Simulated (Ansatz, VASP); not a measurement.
## Al5GaAs6 in VASP and in Ansatz

The input INCAR:

```
  ALGO = Normal
  EDIFF = 1E-7
  EDIFFG = -0.025
  ENCUT = 600
  GGA = PE
  IBRION = 2
  ISIF = 3
  ISMEAR = 0
  LASPH = T
  LCHARG = F
  LREAL = F
  LWAVE = F
  NELM = 80
  NSW = 80
  PREC = Accurate
  SIGMA = 0.1
```

KPOINTS

```
k-points
0
Gamma
  4 2 1
```

Contents of POSCAR:

```
Al5GaAs6
1.0
   -4.0114743429     -0.0502567347     -0.0033501071
   -0.0047343668      0.0742570674     -5.6535885081
   -0.1507151397    -12.1049542564      0.1575785832
Al Ga As
5 1 6
Direct
    0.0317664433      0.9928190752      0.1627606060
   -0.0221571223      1.0117678378      0.8359250689
    0.5301730046      0.4361519103      0.6771694772
   -0.0359353619      0.0112366918      0.5115979719
    0.4962273710      0.4932450433      0.3331740829
    0.4604219968      0.4893561469     -0.0126384604
    0.5496018141      0.2839501781      0.1703459208
    0.0372782515      0.7682436677     -0.0228331440
    0.5290204502      0.2591455900      0.8398356750
   -0.0193347392      0.7673506752      0.6613100184
    0.4872980541      0.2365031827      0.5035314524
   -0.0443601624      0.7502300011      0.3398213307
```

Input for Ansatz:

```yaml
crystal:
  lattice:
    - [-4.0114743429, -0.0502567347, -0.0033501071]
    - [-0.0047343668, 0.0742570674, -5.6535885081]
    - [-0.1507151397, -12.1049542564, 0.1575785832]
  atoms:
    - { symbol: Al, position: [0.0317664433, 0.9928190752, 0.162760606] }
    - { symbol: Al, position: [-0.0221571223, 1.0117678378, 0.8359250689] }
    - { symbol: Al, position: [0.5301730046, 0.4361519103, 0.6771694772] }
    - { symbol: Al, position: [-0.0359353619, 0.0112366918, 0.5115979719] }
    - { symbol: Al, position: [0.496227371, 0.4932450433, 0.3331740829] }
    - { symbol: Ga, position: [0.4604219968, 0.4893561469, -0.0126384604] }
    - { symbol: As, position: [0.5496018141, 0.2839501781, 0.1703459208] }
    - { symbol: As, position: [0.0372782515, 0.7682436677, -0.022833144] }
    - { symbol: As, position: [0.5290204502, 0.25914559, 0.839835675] }
    - { symbol: As, position: [-0.0193347392, 0.7673506752, 0.6613100184] }
    - { symbol: As, position: [0.4872980541, 0.2365031827, 0.5035314524] }
    - { symbol: As, position: [-0.0443601624, 0.7502300011, 0.3398213307] }
basis:
  ecutwfc: 420
kpoints:
  mp_grid: { grid: [4, 2, 1] }
hamiltonian:
  xc: pbe
scf:
  occupations: { method: gaussian, width: 0.1 }
  lower_state_search: "off"
output:
  forces: true
  stress: true
  eigenvalues: true
relax:
  adjacent_minimum: "off"
  f_tol: 0.025
  max_steps: 60
  cell: { stress_tol: 0.25 }
```

Change from the starting cell: cell x1, atoms moved at random (sigma 0.15 Å) and cell strained at random (1.5 %), then relaxed without symmetry.

Alike in both runs: task relaxation of cell and atoms; functional PBE; k mesh 4 × 2 × 1; occupations gaussian, width 0.1 eV; no spin polarisation.

|  | VASP | Ansatz |
| --- | --- | --- |
| version | VASP 6.6.1 | Ansatz 0.2.0 |
| potentials or method | VASP PAW PBE potentials, release 64 (Al, Ga_d, As), cutoff 600 eV | scalar-relativistic, plane waves, PAW |
| valence electrons in the cell | 58 | 118 |

```csv
,VASP,Ansatz,Ansatz less VASP
"gap on the k mesh at the Fermi level, each at its own relaxed structure (eV)",1.26,1.27,+0.008
relaxed volume (Å³/atom),23.62,23.56,-0.062
relaxed cell length with the largest relative difference (Å),4.087,4.083,-0.0039
```

VASP's potentials hold 58 valence electrons a cell and Ansatz's 118, so a difference there can come from the potentials and not from the codes.

The k mesh is coarse, so the values compare programs but aren't converged.
